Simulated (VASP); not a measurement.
# Pb (P6_3/mmc) in VASP: further runs, part 3 of 3

VASP 6.6.1. Earlier steps stand in the parts before.

### Step 5. Relaxation of cell and atoms, PBEsol, target pressure 15 GPa, at which the enthalpy is minimised

INCAR reads:

```
  ALGO = Normal
  EDIFF = 1E-7
  EDIFFG = -0.002
  ENCUT = 600
  GGA = PS
  IBRION = 2
  ISIF = 3
  ISMEAR = -1
  LASPH = True
  LCHARG = False
  LREAL = False
  LWAVE = False
  NELM = 100
  NSW = 100
  PREC = Accurate
  PSTRESS = 150.0
  SIGMA = 0.08
```

KPOINTS reads:

```
k-points
0
Gamma
  16 16 10
```

POSCAR reads:

```
Pb
1.0
    3.4575336209      0.0000000000      0.0000000000
   -1.7287668104      2.9943119501      0.0000000000
    0.0000000000      0.0000000000      5.7712528970
Pb
2
Direct
    0.3333333333      0.6666666667      0.2500000000
    0.6666666667      0.3333333333      0.7500000000
```

Potentials or basis: VASP PAW PBE potentials, release 64 (Pb_d).

Command:

```console
cat potpaw_PBE.64/Pb_d/POTCAR > POTCAR
mpirun -np 1 vasp_std > vasp.out
```

OUTCAR:

```text
EDIFF = 1E-7
   EDIFFG = -0.002
   ENCUT = 600
   GGA = PS
   IBRION = 2
   ISIF = 3
   ISMEAR = -1
   LASPH = True
   LREAL = False
   NELM = 100
   NSW = 100
   PREC = Accurate
   PSTRESS = 150.0

 ion  position               nearest neighbor table
   1  0.333  0.667  0.250-   2 3.51   2 3.51   2 3.51   2 3.51   2 3.51   2 3.51
   2  0.667  0.333  0.750-   1 3.51   1 3.51   1 3.51   1 3.51   1 3.51   1 3.51

  LATTYP: Found a hexagonal cell.
 ALAT       =     3.4575336209
 C/A-ratio  =     1.6691820036

  Lattice vectors:

 A1 = (   3.4575336209,   0.0000000000,   0.0000000000)
 A2 = (  -1.7287668104,   2.9943119501,   0.0000000000)
 A3 = (   0.0000000000,   0.0000000000,   5.7712528970)

Analysis of symmetry for initial positions (statically):
=====================================================================
 Subroutine PRICEL returns:
 Original cell was already a primitive cell.

 Routine SETGRP: Setting up the symmetry group for a
 hexagonal supercell.

 Subroutine GETGRP returns: Found 24 space group operations
 (whereof 12 operations were pure point group operations)
 out of a pool of 24 trial point group operations.

The static configuration has the point symmetry D_3d.
 The point group associated with its full space group is D_6h.

Analysis of symmetry for dynamics (positions and initial velocities):
=====================================================================
[... 165 lines left out ...]
  Direction    XX          YY          ZZ          XY          YZ          ZX
  --------------------------------------------------------------------------------------
  -------------------------------------------------------------------------------------
  Total        0.0012094      0.0012094     -0.0062302      0.0000000     -0.0000000     -0.0000000
  in kB        0.0324296      0.0324296     -0.1670625      0.0000000     -0.0000000     -0.0000000
  external PRESSURE =    -150.0340678 kB  Pullay stress =     150.0000000 kB
[... 25 lines left out ...]
--------------------------------------- Ionic step        2  -------------------------------------------

 number of electron      28.0000002 magnetization

 E-fermi :  13.6211     XC(G=0): -12.7031

 val. band max:       13.6037963489   @ k =   0.1875   0.1875   0.0000
 cond. band min:      13.6302510173   @ k =   0.2500  -0.0000   0.0000
 fundamental gap:      0.0264546684
 Fermi energy:        13.6211330587

 k-point     1 :       0.0000    0.0000    0.0000
  band No.  band energies     occupation
      1      -4.7948      2.00000
      2      -4.4398      2.00000
      3      -4.3449      2.00000
      4      -4.3449      2.00000
      5      -4.2615      2.00000
      6      -4.2615      2.00000
[... 760 lines left out ...]
--------------------------------------- Ionic step        9  -------------------------------------------

 number of electron      28.0000000 magnetization

 Free energy of the ion-electron system (eV)
  ---------------------------------------------------
  ext. energy  EPLUGINS =         0.00000000
  ---------------------------------------------------
  free energy    TOTEN  =        -7.57606960 eV

  energy without entropy =       -7.55949169  energy(sigma->0) =       -7.56778064

 E-fermi :   9.7129     XC(G=0): -11.4004

 val. band max:        9.7035889702   @ k =   0.1875   0.1875   0.4000
 cond. band min:       9.7150034438   @ k =   0.2500  -0.0000   0.0000
 fundamental gap:      0.0114144736
 Fermi energy:         9.7129468084

 k-point     1 :       0.0000    0.0000    0.0000
  band No.  band energies     occupation
      1      -7.6470      2.00000
      2      -7.5421      2.00000
      3      -7.4961      2.00000
      4      -7.4961      2.00000
      5      -7.4560      2.00000
      6      -7.4560      2.00000
[... 528 lines left out ...]
  energy  without entropy=       -7.5594916854  energy(sigma->0) =       -7.56778064

  enthalpy is  TOTEN    =        -2.9785450490 eV   P V=        4.5975245489

 reached required accuracy - stopping structural energy minimisation
```

OSZICAR:

```text
N       E                     dE             d eps       ncg     rms          rms(c)
DAV:   1     0.291144793761E+03    0.29114E+03   -0.15897E+04  6482   0.211E+03
DAV:   2     0.115248898654E+02   -0.27962E+03   -0.27608E+03  6480   0.454E+02
[... 75 lines left out ...]
DAV:   5    -0.757617132950E+01   -0.83499E-07   -0.85985E-07  8514   0.117E-02
   8 F= -.29785451E+01 E0= -.29702589E+01  d E =-.166336E-04
       N       E                     dE             d eps       ncg     rms          rms(c)
DAV:   1    -0.757607003357E+01    0.10121E-03   -0.17987E-05  7622   0.530E-02    0.312E-03
DAV:   2    -0.757606965628E+01    0.37729E-06   -0.74780E-07  6678   0.154E-02    0.168E-03
DAV:   3    -0.757606954329E+01    0.11298E-06   -0.28819E-07  5296   0.100E-02    0.384E-04
DAV:   4    -0.757606959789E+01   -0.54601E-07   -0.79138E-08  3292   0.419E-03
   9 F= -.29785450E+01 E0= -.29702561E+01  d E =-.165908E-04
```

Run time: 8.1 min. Hardware: 1 thread of Intel Xeon Platinum 8488C (Sapphire Rapids), shared host; peak memory 0.35 GiB.

Results:

* Free energy: -7.5761 eV
* Relaxed volume: 24.55 Å³/atom
* Relaxed cell: a = 3.241 Å, b = 3.241 Å, c = 5.398 Å, α = 90.00°, β = 90.00°, γ = 120.00°
* Space group after relaxing (to 0.1 Å): P6_3/mmc (No. 194)
* Energy change on relaxing (the run minimises the enthalpy): +205.6 meV/atom
* Ionic steps: 9
* Pressure after relaxing: 15.0 GPa
* Band gap on the k mesh: zero (bands 14 and 15 overlap by 9.34 eV)

Step by step:
```csv
step,energy change (eV),largest force (eV/Å),pressure (GPa),volume (Å³)
1,0.0000,0.0000,0.00,59.75
2,2.5781,0.0000,60.23,38.68
3,0.3624,0.0000,13.79,49.65
4,0.3973,0.0000,14.67,49.26
5,0.4156,0.0000,15.12,49.06
6,0.4048,0.0000,14.85,49.18
7,0.4087,0.0000,14.95,49.13
8,0.4110,0.0000,14.99,49.11
9,0.4111,0.0000,15.00,49.11
```

Final structure:
```xyz
2
Lattice="3.2411 0.0000 0.0000 -1.6206 2.8069 0.0000 0.0000 0.0000 5.3979" Properties=species:S:1:pos:R:3 pbc="T T T"
Pb    0.0000    1.8713    1.3495
Pb    1.6206    0.9356    4.0484
```

Caveat: the cell is relaxed towards a set pressure, so the run minimises the enthalpy, not the energy; the volume moved by over 15 % at a fixed basis, so the end points are rough; the PAW data sets were made with another functional, which shifts forces and pressure a little; spin-orbit coupling is left out, which moves the levels of the heavy elements.

### Step 6. Overview

```csv
cell,gap on the mesh (eV),pressure (GPa)
"relaxed to 2 GPa from a = 3.458, b = 3.458, c = 5.771 Å, angles 90.0, 90.0, 120.0°, 2 atoms",none,2.0
"relaxed from a = 3.480, b = 3.480, c = 5.590 Å, angles 90.0, 90.0, 120.0°, 2 atoms",none,0.0
"relaxed to 7 GPa from a = 3.458, b = 3.458, c = 5.771 Å, angles 90.0, 90.0, 120.0°, 2 atoms",none,7.0
"relaxed to 15 GPa from a = 3.458, b = 3.458, c = 5.771 Å, angles 90.0, 90.0, 120.0°, 2 atoms",none,15.0
```

Alike in all rows: task relaxation of cell and atoms; level PBEsol; potentials or basis VASP PAW PBE potentials, release 64 (Pb_d); no spin polarisation; k mesh 16 × 16 × 10; cutoff (eV) 600; smearing fermi-dirac 0.08 eV.

Caveats: the PAW data sets were made with another functional, which shifts forces and pressure a little; spin-orbit coupling is left out, which moves the levels of the heavy elements; the cell is relaxed towards a set pressure, so the run minimises the enthalpy, not the energy (at least some runs); the volume moved by over 15 % at a fixed basis, so the end points are rough (at least some runs).

Absolute energies hang on the potentials; compare differences alone.
